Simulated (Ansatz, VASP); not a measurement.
Si2Ni: VASP beside Ansatz

```xyz
6
Lattice="0.0000 4.8282 4.8282 4.8282 0.0000 4.8282 4.8282 4.8282 0.0000" Properties=species:S:1:pos:R:3 pbc="T T T"
Si    1.2071    1.2071    1.2071
Si    3.6212    3.6212    1.2071
Si    3.6212    1.2071    3.6212
Si    1.2071    3.6212    3.6212
Ni    2.4141    2.4141    2.4141
Ni    0.0000    0.0000    0.0000
```

Alike in both runs: task relaxation of cell and atoms; functional PBE; k mesh 6 × 6 × 6; occupations gaussian, width 0.02 eV; no spin polarisation.

|  | VASP | Ansatz |
| --- | --- | --- |
| version | VASP 6.6.1 | Ansatz 0.2.0 |
| potentials or method | VASP PAW PBE potentials, release 64 (Si, Ni), cutoff 600 eV | scalar-relativistic, plane waves, PAW |
| valence electrons in the cell | 36 | 52 |

|  | VASP | Ansatz | Ansatz less VASP |
| --- | --- | --- | --- |
| gap on the k mesh at the Fermi level, each at its own relaxed structure (eV) | 1.02 | 1.06 | +0.038 |
| relaxed volume (Å³/atom) | 37.57 | 37.55 | -0.025 |
| relaxed cell length with the largest relative difference (Å) | 6.832 | 6.830 | -0.0015 |

VASP's potentials hold 36 valence electrons a cell and Ansatz's 52, so a difference there can come from the potentials and not from the codes. Ansatz's warnings: xc potential rough in thin density.
